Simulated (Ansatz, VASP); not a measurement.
Two plane-wave programs on AlN

Contents of INCAR:

```
PREC = Accurate
ENCUT = 520
EDIFF = 1E-6
ISMEAR = 0
SIGMA = 0.1
LREAL = False
LASPH = True
NELM = 100
ALGO = Normal
ISIF = 2
LWAVE = False
LCHARG = False
GGA = PE
NBANDS = 16
```

File KPOINTS:

```
regular mesh
0
Gamma
  6 6 6
```

Contents of POSCAR:

```
AlN
1.0
    0.0000000000     -2.2016237539     -2.2016237539
   -2.2016237539      0.0000000000     -2.2016237539
    2.2016237539      2.2016237539     -4.4032475077
Al N
2 2
Direct
    0.5000000000      0.5000000000      0.5000000000
    1.0000000000      0.0000000000      0.0000000000
    0.8750000000      0.8750000000      0.3750000000
    0.3750000000      0.3750000000      0.8750000000
```

Input for Ansatz:

```yaml
crystal:
  lattice:
    - [0.0, -2.2016237539, -2.2016237539]
    - [-2.2016237539, 0.0, -2.2016237539]
    - [2.2016237539, 2.2016237539, -4.4032475077]
  atoms:
    - { symbol: Al, position: [0.5, 0.5, 0.5] }
    - { symbol: Al, position: [1.0, 0.0, 0.0] }
    - { symbol: "N", position: [0.875, 0.875, 0.375] }
    - { symbol: "N", position: [0.375, 0.375, 0.875] }
basis:
  ecutwfc: 420
kpoints:
  mp_grid: { grid: [6, 6, 6] }
hamiltonian:
  xc: pbe
scf:
  occupations: { method: gaussian, width: 0.1 }
  lower_state_search: "off"
output:
  forces: true
  stress: true
  eigenvalues: true
```

Alike in both runs: task single point; functional PBE; k mesh 6 × 6 × 6; occupations gaussian, width 0.1 eV; no spin polarisation.

|  | VASP | Ansatz |
| --- | --- | --- |
| version | VASP 6.6.1 | Ansatz 0.2.0 |
| potentials or method | VASP PAW PBE potentials, release 64 (Al, N), cutoff 520 eV | scalar-relativistic, plane waves, PAW |
| valence electrons in the cell | 16 | 16 |

VASP gave:

| Item | Value |
| --- | --- |
| gap on the k mesh at the Fermi level (eV) | 3.30 |
| least direct gap on the mesh (eV) | 3.78 |
| pressure (GPa) | -0.3 |

Question: Estimate Ansatz's values.

Answer: gap on the k mesh at the Fermi level (eV): 3.31; least direct gap on the mesh (eV): 3.79; pressure (GPa): 0.0.

With one functional, cell and mesh, what is left measures potentials, basis and numerics.
